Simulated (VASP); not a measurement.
Write the native input for VASP 6.6.1 that does the following.

| Item | Value |
| --- | --- |
| Task | relaxation of cell and atoms |
| Functional | LDA |
| Potentials or basis | VASP PAW LDA potentials, release 64 (Mo_sv) |
| Cutoff | 600 eV |
| k mesh | 14 × 14 × 13 |
| Occupations | methfessel-paxton, width 0.1 eV |
| Spin | no spin polarisation |
| Dipole correction | no |
| Further INCAR settings | ALGO = Normal; EDIFF = 1e-06; IBRION = 2; EDIFFG = -0.03; NSW = 80; ISIF = 3 |

The structure of Mo lies in POSCAR:

```
Mo
1.0
    2.7355100000      0.0000000000      0.0000000000
   -1.3677550000      2.3690210000      0.0000000000
    0.0000000000      0.0000000000      2.5551810000
Mo
1
Direct
    0.0000000000      0.0000000000      0.5000000000
```

One way to write it, as run:

INCAR

```
SYSTEM = Mo
PREC = Accurate
ENCUT = 600
EDIFF = 1E-6
ISMEAR = 1
SIGMA = 0.1
LREAL = .False.
LASPH = .True.
NELM = 100
ALGO = Normal
ISIF = 3
LWAVE = .False.
LCHARG = .False.
GGA = CA
IBRION = 2
NSW = 80
EDIFFG = -0.03
```

KPOINTS

```
Automatic mesh
0
Gamma
  14 14 13
  0 0 0
```

Potentials or basis: VASP PAW LDA potentials, release 64 (Mo_sv).

Run with:

```bash
$ cat potpaw_LDA.64/Mo_sv/POTCAR > POTCAR
$ mpirun -np 1 vasp_std > vasp.out
```

It gave:

```json
{
 "Relaxed volume": "16.05 Å³/atom",
 "Relaxed cell": "a = 2.725 Å, b = 2.725 Å, c = 2.496 Å, α = 90.00°, β = 90.00°, γ = 120.00°",
 "Space group after relaxing (to 0.05 Å)": "P6/mmm (No. 191)",
 "Energy gained by relaxing": "13.7 meV/atom",
 "Ionic steps": "9",
 "Pressure after relaxing": "0.0 GPa",
 "Band gap on the k mesh": "zero (band 7 reaches 13.00 eV, above the bottom of band 8 at 10.89 eV)"
}
```

It took 42 s on 1 thread of Intel(R) Xeon(R) 6975P-C (Granite Rapids), with other jobs on the host, peak memory 0.16 GiB.
